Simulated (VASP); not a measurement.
The system is Ta.

```
Ta
1.0
    -1.65128    1.65128    1.65128
     1.65128   -1.65128    1.65128
     1.65128    1.65128   -1.65128
Ta
1
Cartesian
  0.0000 0.0000 0.0000
```

| Property | Result |
| --- | --- |
| Program | VASP 6.6.1 |
| Task | relaxation of cell and atoms |
| Functional | PBEsol |
| Potentials or basis | VASP PAW PBE potentials, release 64 (Ta_pv) |
| Cutoff | 600 eV |
| k mesh | 18 × 18 × 18 |
| Occupations | gaussian, width 0.1 eV |
| Spin | no spin polarisation |

At the start: pressure -3.8 GPa; volume 18.01 Å³/atom.

Task: How do energy, volume and symmetry change on relaxing?

Result: Over 4 steps the energy falls by 4.1 meV/atom and the volume is 17.67 Å³/atom (-1.9 %); space group Im-3m (No. 229, to 0.1 Å) before and after.

The path:
| step | energy change (eV) | largest force (eV/Å) | pressure (GPa) | volume (Å³) |
| --- | --- | --- | --- | --- |
| 1 | 0.0000 | 0.0000 | -3.83 | 18.01 |
| 2 | 0.0186 | 0.0000 | 10.01 | 16.91 |
| 3 | -0.0041 | 0.0000 | -0.05 | 17.67 |
| 4 | -0.0041 | 0.0000 | 0.03 | 17.67 |

Final structure:
```
Ta
1.0
    -1.64072    1.64072    1.64072
     1.64072   -1.64072    1.64072
     1.64072    1.64072   -1.64072
Ta
1
Direct
  0.00000 0.00000 0.00000
```

Caveat: the PAW data sets were made with another functional, which shifts forces and pressure a little.
